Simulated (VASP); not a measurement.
# InGa2N3 (Cmc2_1) in VASP: further runs, part 3 of 3

VASP 6.6.1.

### Step 6. Single point, PBEsol

This run uses another cell than the first one, of 11.22 Å³/atom.

INCAR

```
PREC     = Accurate       # precision mode
ENCUT    = 600            # plane-wave cutoff, eV
EDIFF    = 1E-6           # SCF threshold, eV
ISMEAR   = 0              # smearing method
SIGMA    = 0.02           # smearing width, eV
LREAL    = F              # projectors in reciprocal space
LASPH    = T              # aspherical terms in the spheres
NELM     = 120            # most SCF steps
ALGO     = Normal         # electronic algorithm
ISIF     = 2              # what is computed and relaxed
LWAVE    = F              # write WAVECAR
LCHARG   = F              # write CHGCAR
GGA      = PS             # functional
NBANDS   = 66             # bands
GGA_COMPAT= F
```

KPOINTS

```
regular mesh
0
Gamma
  6 6 6
```

POSCAR

```
InGa2N3
1.0
    4.7707559292     -2.7505533093      0.0000000000
    4.7707559292      2.7505533093      0.0000000000
    0.0000000000      0.0000000000      5.1308265446
In Ga N
2 4 6
Direct
    0.3239406813      0.6760593187      0.9891036540
    0.6760593187      0.3239406813      0.4891036540
    0.0066340065      0.3345511053      0.9926950964
    0.6654488947      0.9933659935      0.9926950964
    0.9933659935      0.6654488947      0.4926950964
    0.3345511053      0.0066340065      0.4926950964
    0.0279639746      0.3330845045      0.3585220477
    0.6669154955      0.9720360254      0.3585220477
    0.9720360254      0.6669154955      0.8585220477
    0.3330845045      0.0279639746      0.8585220477
    0.3081403496      0.6918596504      0.3964630574
    0.6918596504      0.3081403496      0.8964630574
```

Potentials or basis: VASP PAW PBE potentials, release 64 (In_d, Ga_d, N).

Run with:

```console
$ cat potpaw_PBE.64/In_d/POTCAR potpaw_PBE.64/Ga_d/POTCAR potpaw_PBE.64/N/POTCAR > POTCAR
$ mpirun -np 1 vasp_std > vasp.out
```

OUTCAR:

```text
PREC = Accurate
   ENCUT = 600
   EDIFF = 1E-6
   ISMEAR = 0
   LREAL = F
   LASPH = T
   NELM = 120
   ISIF = 2
   GGA = PS

 ion  position               nearest neighbor table
   1  0.324  0.676  0.989-   9 2.07  10 2.07  12 2.08  11 2.09   3 3.14   4 3.14   4 3.14   3 3.14
                             6 3.15   5 3.15   6 3.18   5 3.18   2 3.21   2 3.21   4 3.25   3 3.25
   2  0.676  0.324  0.489-   7 2.07   8 2.07  11 2.08  12 2.09   6 3.14   5 3.14   6 3.14   5 3.14
                             4 3.15   3 3.15   4 3.18   3 3.18   1 3.21   1 3.21   6 3.25   5 3.25
   3  0.007  0.335  0.993-   9 1.87  10 1.87  12 1.88   7 1.88   1 3.14   1 3.14   2 3.15   2 3.18
                             1 3.25
   4  0.665  0.993  0.993-  10 1.87   9 1.87  12 1.88   8 1.88   1 3.14   1 3.14   2 3.15   2 3.18
                             1 3.25
   5  0.993  0.665  0.493-   7 1.87   8 1.87  11 1.88   9 1.88   2 3.14   2 3.14   1 3.15   1 3.18
                             2 3.25
   6  0.335  0.007  0.493-   8 1.87   7 1.87  11 1.88  10 1.88   2 3.14   2 3.14   1 3.15   1 3.18
                             2 3.25
   7  0.028  0.333  0.359-   5 1.87   6 1.87   3 1.88   2 2.07
   8  0.667  0.972  0.359-   6 1.87   5 1.87   4 1.88   2 2.07
   9  0.972  0.667  0.859-   3 1.87   4 1.87   5 1.88   1 2.07
  10  0.333  0.028  0.859-   4 1.87   3 1.87   6 1.88   1 2.07
  11  0.308  0.692  0.396-   5 1.88   6 1.88   2 2.08   1 2.09
  12  0.692  0.308  0.896-   3 1.88   4 1.88   1 2.08   2 2.09

  LATTYP: Found a base centered orthorhombic cell.
 ALAT       =     5.5011066186
 B/A-ratio  =     1.7344713564
 C/A-ratio  =     0.9326898932

  Lattice vectors:

 A1 = (  -4.7707559292,  -2.7505533093,   0.0000000000)
 A2 = (   4.7707559292,  -2.7505533093,   0.0000000000)
 A3 = (   0.0000000000,   0.0000000000,   5.1308265446)

Analysis of symmetry for initial positions (statically):
=====================================================================
 Subroutine PRICEL returns:
 Original cell was already a primitive cell.

 Routine SETGRP: Setting up the symmetry group for a
 base centered orthorhombic supercell.

 Subroutine GETGRP returns: Found  4 space group operations
 (whereof  2 operations were pure point group operations)
 out of a pool of  8 trial point group operations.

The static configuration has the point symmetry C_1h.
 The point group associated with its full space group is C_2v.

Analysis of symmetry for dynamics (positions and initial velocities):
=====================================================================
 Subroutine PRICEL returns:
 Original cell was already a primitive cell.

 Routine SETGRP: Setting up the symmetry group for a
 base centered orthorhombic supercell.

 Subroutine GETGRP returns: Found  4 space group operations
 (whereof  2 operations were pure point group operations)
 out of a pool of  8 trial point group operations.

The dynamic configuration has the point symmetry C_1h.
 The point group associated with its full space group is C_2v.

 Subroutine INISYM returns: Found  4 space group operations
 (whereof  2 operations are pure point group operations),
 and found     1 'primitive' translations

[... 98 lines left out ...]
   total plane-waves  NPLWV =  96768
   dimension x,y,z NGX =    48 NGY =   48 NGZ =   42
   dimension x,y,z NGXF=    96 NGYF=   96 NGZF=   84
   ions per type =               2   4   6
   NGX,Y,Z   is equivalent  to a cutoff of  14.49, 14.49, 13.61 a.u.
   NGXF,Y,Z  is equivalent  to a cutoff of  28.98, 28.98, 27.22 a.u.
 SYSTEM =  unknown system
   PREC   = accura    normal or accurate (medium, high low for compatibility)
   ISTART =      0    job   : 0-new  1-cont  2-samecut
   ICHARG =      2    charge: 1-file 2-atom 10-const
   ISPIN  =      1    spin polarized calculation?
   LNONCOLLINEAR =      F non collinear calculations
   LSORBIT =      F    spin-orbit coupling
   LASPH  =      T    aspherical Exc in radial PAW
   ENCUT  =  600.0 eV  44.10 Ry    6.64 a.u.  11.00 11.00 10.25*2*pi/ulx,y,z
   NELM   =    120;   NELMIN=  2; NELMDL= -5     # of ELM steps
   EDIFF  = 0.1E-05   stopping-criterion for ELM
   LREAL  =      F    real-space projection
   EDIFFG = 0.1E-04   stopping-criterion for IOM
   NSW    =      0    number of steps for IOM
   IBRION =     -1    ionic relax: 0-MD 1-quasi-New 2-CG
   NFREE  =      0    steps in history (QN), initial steepest desc. (CG)
   ISIF   =      2    stress and relaxation
   ISYM   =      2    0-nonsym 1-usesym 2-fastsym
   POTIM  = 0.5000    time-step for ionic-motion
   TEBEG  =    0.0;   TEEND  =   0.0 temperature during run
   PSTRESS=    0.0 pullay stress
   NELECT =     108.0000    total number of electrons
   NUPDOWN=      -1.0000    fix difference up-down
   EMIN   =  10.00;   EMAX   =-10.00  energy-range for DOS
   EFERMI =   0.00;   METHOD = LEGACY
   ISMEAR =     0;   SIGMA  =   0.02  broadening in eV -4-tet -1-fermi 0-gaus
   EFERMI_NEDOS =   21; number of points for ismear=-14 and -15
   IALGO  =     38    algorithm
   IMIX   =      4    mixing-type and parameters
     AMIX     =   0.40;   BMIX     =  1.00
     AMIX_MAG =   1.60;   BMIX_MAG =  1.00
  volume/ion in A,a.u.               =      11.22        75.73
  Fermi-wavevector in a.u.,A,eV,Ry     =   1.521042  2.874353 31.478016  2.313569
  Thomas-Fermi vector in A             =   2.629811
   LORBIT       =      0    0 simple, 1 ext, 2 COOP (PROOUT), +10 PAW based schemes
   GGA     = PS    functional components
   LHFCALC =     F    Hartree Fock is set to
   AEXX    =    0.0000 exact exchange contribution
   IVDW    =     0    specifies the selected vdW correction
   LEPSILON=     F    determine dielectric tensor
   LRPA    =     F    only Hartree local field effects (RPA)
 non-spin polarized calculation
 Gauss-broadening in eV      SIGMA  =   0.02
  energy-cutoff  :      600.00
  volume of cell :      134.66
 maximum number of plane-waves:      4530
 NGX is ok and might be reduce to    48
   NGX = 21   NGY = 21   NGZ = 21

 number of electron     107.9999999 magnetization

 Free energy of the ion-electron system (eV)
  ---------------------------------------------------
  ext. energy  EPLUGINS =         0.00000000
  ---------------------------------------------------
  free energy    TOTEN  =       -74.42267155 eV

  energy without entropy =      -74.42267155  energy(sigma->0) =      -74.42267155

 E-fermi :   7.3402     XC(G=0): -12.2349

 val. band max:        7.2238740640   @ k =   0.0000   0.0000   0.0000
 cond. band min:       8.7778413082   @ k =   0.0000   0.0000   0.0000
 fundamental gap:      1.5539672442
 Fermi energy:         7.3401706840

 k-point     1 :       0.0000    0.0000    0.0000
  band No.  band energies     occupation
      1      -9.3436      2.00000
      2      -8.4754      2.00000
      3      -8.2682      2.00000
      4      -8.2566      2.00000
      5      -8.2321      2.00000
      6      -8.1996      2.00000
[... 1645 lines left out ...]
     65      15.6576      0.00000
     66      16.0381      0.00000

 [... further k-points ...]

------------------------ aborting loop because EDIFF is reached ----------------------------------------

  FORCE on cell =-STRESS in cart. coord.  units (eV):
  Direction    XX          YY          ZZ          XY          YZ          ZX
  --------------------------------------------------------------------------------------
  -------------------------------------------------------------------------------------
  Total       20.7666032     20.7730373     20.7701028      0.0000000      0.0000000      0.0000000
  in kB      247.0878856    247.1644404    247.1295247      0.0000000      0.0000000      0.0000000
  external PRESSURE =     247.1272836 kB  Pullay stress =       0.0000000 kB

 VOLUME and BASIS-vectors are now :
 -----------------------------------------------------------------------------
  energy-cutoff  :      600.00
  volume of cell :      134.66
      direct lattice vectors                 reciprocal lattice vectors
     4.770755929 -2.750553309  0.000000000     0.104805194 -0.181781607  0.000000000
     4.770755929  2.750553309  0.000000000     0.104805194  0.181781607  0.000000000
     0.000000000  0.000000000  5.130826545     0.000000000  0.000000000  0.194900372

 POSITION                                       TOTAL-FORCE (eV/Angst)
 -----------------------------------------------------------------------------------
      4.77076      0.96852      5.07492        -0.000000     -0.002031     -0.009896
      4.77076     -0.96852      2.50951        -0.000000      0.002031     -0.009896
      1.62771      0.90195      5.09335         0.002082      0.003334      0.004778
      7.91380      0.90195      5.09335        -0.002082      0.003334      0.004778
      7.91380     -0.90195      2.52793        -0.002082     -0.003334      0.004778
      1.62771     -0.90195      2.52793         0.002082     -0.003334      0.004778
      1.72247      0.83925      1.83951         0.026277     -0.015962     -0.013623
      7.81904      0.83925      1.83951        -0.026277     -0.015962     -0.013623
      7.81904     -0.83925      4.40493        -0.026277      0.015962     -0.013623
      1.72247     -0.83925      4.40493         0.026277      0.015962     -0.013623
      4.77076      1.05544      2.03418        -0.000000      0.029118      0.027585
      4.77076     -1.05544      4.59960        -0.000000     -0.029118      0.027585
 -----------------------------------------------------------------------------------
    total drift:                                0.000000     -0.000000      0.001217

  FREE ENERGIE OF THE ION-ELECTRON SYSTEM (eV)
  ---------------------------------------------------
  free  energy   TOTEN  =       -74.4226715499 eV

  energy  without entropy=      -74.4226715499  energy(sigma->0) =      -74.42267155
```

Wall time 19 min (1 thread of Intel Xeon 8259CL, shared host); peak memory 0.6 GiB.

What came out:

| Quantity | Value |
| --- | --- |
| Free energy | -74.4227 eV |
| Pressure | 24.7 GPa |
| Largest force | 0.040 eV/Å |
| Band gap on the k mesh | 1.55 eV |

Forces on the atoms (eV/Å):
```
In   0.000 -0.002 -0.010
In   0.000  0.002 -0.010
Ga   0.002  0.003  0.005
Ga  -0.002  0.003  0.005
Ga  -0.002 -0.003  0.005
Ga   0.002 -0.003  0.005
N    0.026 -0.016 -0.014
N   -0.026 -0.016 -0.014
N   -0.026  0.016 -0.014
N    0.026  0.016 -0.014
N    0.000  0.029  0.028
N    0.000 -0.029  0.028
```

Caveat: the cell stands under pressure; the PAW data sets were made with another functional, which shifts forces and pressure a little; spin-orbit coupling is left out, which moves the levels of the heavy elements.

### Step 7. Single point, PBEsol (13.34 Å³/atom)

This run uses another cell than the first one, of 13.34 Å³/atom.

INCAR

```
SYSTEM = InGa2N3
ALGO = Normal
EDIFF = 1E-7
ENCUT = 520
GGA = PS
ISIF = 2
ISMEAR = 0
LASPH = .True.
LCHARG = .False.
LREAL = .False.
LWAVE = .False.
NBANDS = 66
NELM = 60
PREC = Accurate
SIGMA = 0.02
```

KPOINTS

```
k-points
0
Gamma
  6 6 6
  0 0 0
```

POSCAR

```
InGa2N3
1.0
    5.0483353135     -2.9123486465      0.0000000000
    5.0483353135      2.9123486465      0.0000000000
    0.0000000000      0.0000000000      5.4432311845
In Ga N
2 4 6
Direct
    0.3256441643      0.6743558357      0.9902735515
    0.6743558357      0.3256441643      0.4902735515
    0.0070307435      0.3336495884      0.9925287465
    0.6663504116      0.9929692565      0.9925287465
    0.9929692565      0.6663504116      0.4925287465
    0.3336495884      0.0070307435      0.4925287465
    0.0258323194      0.3338252960      0.3591510408
    0.6661747040      0.9741676806      0.3591510408
    0.9741676806      0.6661747040      0.8591510408
    0.3338252960      0.0258323194      0.8591510408
    0.3079297044      0.6920702956      0.3943678741
    0.6920702956      0.3079297044      0.8943678741
```

Potentials or basis: VASP PAW PBE potentials, release 64 (In_d, Ga_d, N).

Run with:

```console
$ cat potpaw_PBE.64/In_d/POTCAR potpaw_PBE.64/Ga_d/POTCAR potpaw_PBE.64/N/POTCAR > POTCAR
$ mpirun -np 1 vasp_std > vasp.out
```

OUTCAR:

```text
SYSTEM = InGa2N3
   EDIFF = 1E-7
   ENCUT = 520
   GGA = PS
   ISIF = 2
   ISMEAR = 0
   LASPH = .True.
   LREAL = .False.
   NELM = 60
   PREC = Accurate

 ion  position               nearest neighbor table
   1  0.326  0.674  0.990-   9 2.19  10 2.19  12 2.20  11 2.20   3 3.33   4 3.33   4 3.33   3 3.33
                             6 3.35   5 3.35   6 3.37   5 3.37   2 3.40   2 3.40   4 3.44   3 3.44
   2  0.674  0.326  0.490-   7 2.19   8 2.19  11 2.20  12 2.20   6 3.33   5 3.33   6 3.33   5 3.33
                             4 3.35   3 3.35   4 3.37   3 3.37   1 3.40   1 3.40   6 3.44   5 3.44
   3  0.007  0.334  0.993-   9 1.99  10 1.99  12 1.99   7 2.00   1 3.33   1 3.33   2 3.35   2 3.37
                             1 3.44
   4  0.666  0.993  0.993-  10 1.99   9 1.99  12 1.99   8 2.00   1 3.33   1 3.33   2 3.35   2 3.37
[... 1899 lines left out ...]
      direct lattice vectors                 reciprocal lattice vectors
     5.048335313 -2.912348646  0.000000000     0.099042549 -0.171682742  0.000000000
     5.048335313  2.912348646  0.000000000     0.099042549  0.171682742  0.000000000
     0.000000000  0.000000000  5.443231185     0.000000000  0.000000000  0.183714409

 POSITION                                       TOTAL-FORCE (eV/Angst)
 -----------------------------------------------------------------------------------
      5.04834      1.01557      5.39029         0.000000     -0.002276     -0.003356
      5.04834     -1.01557      2.66867         0.000000      0.002276     -0.003356
      1.71987      0.95123      5.40256        -0.000310      0.000972     -0.004349
      8.37680      0.95123      5.40256         0.000310      0.000972     -0.004349
      8.37680     -0.95123      2.68095         0.000310     -0.000972     -0.004349
      1.71987     -0.95123      2.68095        -0.000310     -0.000972     -0.004349
      1.81567      0.89698      1.95494         0.018292     -0.010449     -0.003520
      8.28100      0.89698      1.95494        -0.018292     -0.010449     -0.003520
      8.28100     -0.89698      4.67656        -0.018292      0.010449     -0.003520
      1.81567     -0.89698      4.67656         0.018292      0.010449     -0.003520
      5.04834      1.11875      2.14664         0.000000      0.023646      0.019093
      5.04834     -1.11875      4.86825         0.000000     -0.023646      0.019093
 -----------------------------------------------------------------------------------
    total drift:                                0.000000     -0.000000      0.000018

  FREE ENERGIE OF THE ION-ELECTRON SYSTEM (eV)
  ---------------------------------------------------
  free  energy   TOTEN  =       -75.3089818990 eV

  energy  without entropy=      -75.3089818990  energy(sigma->0) =      -75.30898190
```

OSZICAR:

```text
N       E                     dE             d eps       ncg     rms          rms(c)
DAV:   1     0.139391157143E+04    0.13939E+04   -0.47625E+04  7456   0.276E+03
DAV:   2     0.257255458701E+03   -0.11367E+04   -0.10838E+04  6920   0.770E+02
DAV:   3    -0.492955328120E+02   -0.30655E+03   -0.29311E+03  7826   0.277E+02
DAV:   4    -0.844571412145E+02   -0.35162E+02   -0.34541E+02  8970   0.927E+01
DAV:   5    -0.861685162453E+02   -0.17114E+01   -0.16985E+01  9912   0.216E+01    0.193E+01
DAV:   6    -0.750327141497E+02    0.11136E+02   -0.38737E+01 12130   0.556E+01    0.121E+01
DAV:   7    -0.754506266813E+02   -0.41791E+00   -0.63958E+00  7944   0.113E+01    0.471E+00
DAV:   8    -0.753476524845E+02    0.10297E+00   -0.42054E-01 10560   0.502E+00    0.300E+00
DAV:   9    -0.753097746249E+02    0.37878E-01   -0.11274E-01 12056   0.453E+00    0.501E-01
DAV:  10    -0.753087361132E+02    0.10385E-02   -0.19675E-02  9932   0.137E+00    0.380E-01
DAV:  11    -0.753087182982E+02    0.17815E-04   -0.45309E-03 11800   0.588E-01    0.242E-01
DAV:  12    -0.753089601469E+02   -0.24185E-03   -0.10926E-03 10786   0.286E-01    0.685E-02
DAV:  13    -0.753089946037E+02   -0.34457E-04   -0.23728E-04  9632   0.205E-01    0.628E-02
DAV:  14    -0.753089850020E+02    0.96017E-05   -0.70497E-05  9670   0.979E-02    0.363E-02
DAV:  15    -0.753089811826E+02    0.38194E-05   -0.16927E-05 11376   0.411E-02    0.108E-02
DAV:  16    -0.753089822588E+02   -0.10763E-05   -0.57917E-06  8566   0.163E-02    0.542E-03
DAV:  17    -0.753089819660E+02    0.29278E-06   -0.10609E-06  9672   0.149E-02    0.232E-03
DAV:  18    -0.753089818990E+02    0.67073E-07   -0.28275E-07  5772   0.367E-03
   1 F= -.75308982E+02 E0= -.75308982E+02  d E =-.166759E-23
```

Wall time 12 min (1 thread of Intel Xeon Platinum 8259CL at 2.50GHz (Skylake/Cascade Lake), shared host); peak memory 0.57 GiB.

What came out:

```
Free energy            : -75.3090 eV
Pressure               : -8.7 GPa
Largest force          : 0.030 eV/Å
Band gap on the k mesh : 0.71 eV
```

Forces on the atoms (eV/Å):
```
In   0.000 -0.002 -0.003
In   0.000  0.002 -0.003
Ga   0.000  0.001 -0.004
Ga   0.000  0.001 -0.004
Ga   0.000 -0.001 -0.004
Ga   0.000 -0.001 -0.004
N    0.018 -0.010 -0.004
N   -0.018 -0.010 -0.004
N   -0.018  0.010 -0.004
N    0.018  0.010 -0.004
N    0.000  0.024  0.019
N    0.000 -0.024  0.019
```

Caveat: the cell stands under tension; the PAW data sets were made with another functional, which shifts forces and pressure a little; spin-orbit coupling is left out, which moves the levels of the heavy elements.

### Step 8. Overview

| cell | cutoff (eV) | gap on the mesh (eV) | pressure (GPa) | largest force (eV/Å) |
| --- | --- | --- | --- | --- |
| a = 5.707, b = 5.707, c = 5.324 Å, angles 90.0, 90.0, 60.0°, 12 atoms, atomic positions A | 600 | 1.03 | 0.8 | 0.03 |
| a = 5.603, b = 5.603, c = 5.224 Å, angles 90.0, 90.0, 59.9°, 12 atoms, atomic positions A | 600 | 1.31 | 11.7 | 0.04 |
| a = 5.718, b = 5.718, c = 5.336 Å, angles 90.0, 90.0, 60.0°, 12 atoms, atomic positions A | 520 | 1.00 | -0.1 | 0.03 |
| a = 5.507, b = 5.507, c = 5.131 Å, angles 90.0, 90.0, 59.9°, 12 atoms, atomic positions B | 600 | 1.55 | 24.7 | 0.04 |
| a = 5.828, b = 5.828, c = 5.443 Å, angles 90.0, 90.0, 60.0°, 12 atoms, atomic positions A | 520 | 0.71 | -8.7 | 0.03 |

Alike in all rows: task single point; level PBEsol; potentials or basis VASP PAW PBE potentials, release 64 (In_d, Ga_d, N); no spin polarisation; k mesh 6 × 6 × 6; smearing gaussian 0.02 eV.

Caveats: the PAW data sets were made with another functional, which shifts forces and pressure a little; spin-orbit coupling is left out, which moves the levels of the heavy elements; the cell stands under pressure (at least some runs); the cell stands under tension (at least some runs).

Absolute energies hang on the potentials; compare differences alone.
